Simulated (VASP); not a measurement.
Runs of VASP 6.6.1 on AlN. The structure is that of space group Cm (No. 8), or close to it. The cells are those of the table. 

```csv
cell,gap on the mesh (eV),pressure (GPa),largest force (eV/Å)
"a = 3.111, b = 3.113, c = 4.981 Å, angles 86.3, 90.0, 120.0°, 4 atoms",4.00,4.2,0.55
"a = 3.111, b = 3.114, c = 4.984 Å, angles 95.0, 90.0, 120.0°, 4 atoms",(c),4.5,0.76
"a = 3.111, b = 3.112, c = 4.980 Å, angles 92.5, 90.0, 120.0°, 4 atoms",4.08,4.0,0.37
"a = 3.111, b = 3.113, c = 4.983 Å, angles 85.7, 90.0, 120.0°, 4 atoms",3.95,(b),0.65
"a = 3.111, b = 3.111, c = 4.979 Å, angles 88.1, 90.0, 120.0°, 4 atoms",4.12,(d),0.30
"a = 3.111, b = 3.112, c = 4.980 Å, angles 86.9, 90.0, 120.0°, 4 atoms",4.04,(a),0.46
```

Alike in all rows: task single point; level PBE; potentials or basis VASP PAW PBE potentials, release 64 (Al, N); no spin polarisation; k mesh 12 × 12 × 6; cutoff (eV) 520; smearing gaussian 0.05 eV.

Task: Estimate the missing entries.

Result: (a) 4.1; (b) 4.4; (c) 3.89; (d) 3.9.

Caveats: the cell stands under pressure.

A k mesh can miss the band edges.
